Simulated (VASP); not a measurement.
A run of VASP 6.6.1 is set up as follows.

The input INCAR:

```
ALGO = Fast
EDIFF = 1E-6
ENCUT = 520
GGA = PS
ISIF = 2
ISMEAR = 0
ISPIN = 2
LASPH = T
LCHARG = F
LMAXMIX = 4
LORBIT = 11
LREAL = F
LWAVE = F
MAGMOM = 2.71 0.36
NBANDS = 18
NELM = 150
PREC = Accurate
SIGMA = 0.15
```

The input KPOINTS:

```
k-points
0
Gamma
  24 24 24
```

POSCAR

```
CoO
1.0
   -1.5286602565      1.5286602565      2.0506751809
    1.5286602565     -1.5286602565      2.0506751809
    1.5286602565      1.5286602565     -2.0506751809
Co O
1 1
Direct
    0.0000000000      0.0000000000      0.0000000000
    0.5000000000      0.5000000000      0.0000000000
```

Potentials or basis: VASP PAW PBE potentials, release 64 (Co, O).

Command:

```console
$ cat potpaw_PBE.64/Co/POTCAR potpaw_PBE.64/O/POTCAR > POTCAR
$ mpirun -np 1 vasp_std > vasp.out
```

(1) Estimate the pressure.

(2) Predict the net moment.

Answers

(1) -8.9 GPa.

(2) 2.86 μB per cell.

Caveat: the cell stands under tension; the PAW data sets were made with another functional, which shifts forces and pressure a little; a cell with one magnetic atom can't hold antiferromagnetic order, which such compounds often take.
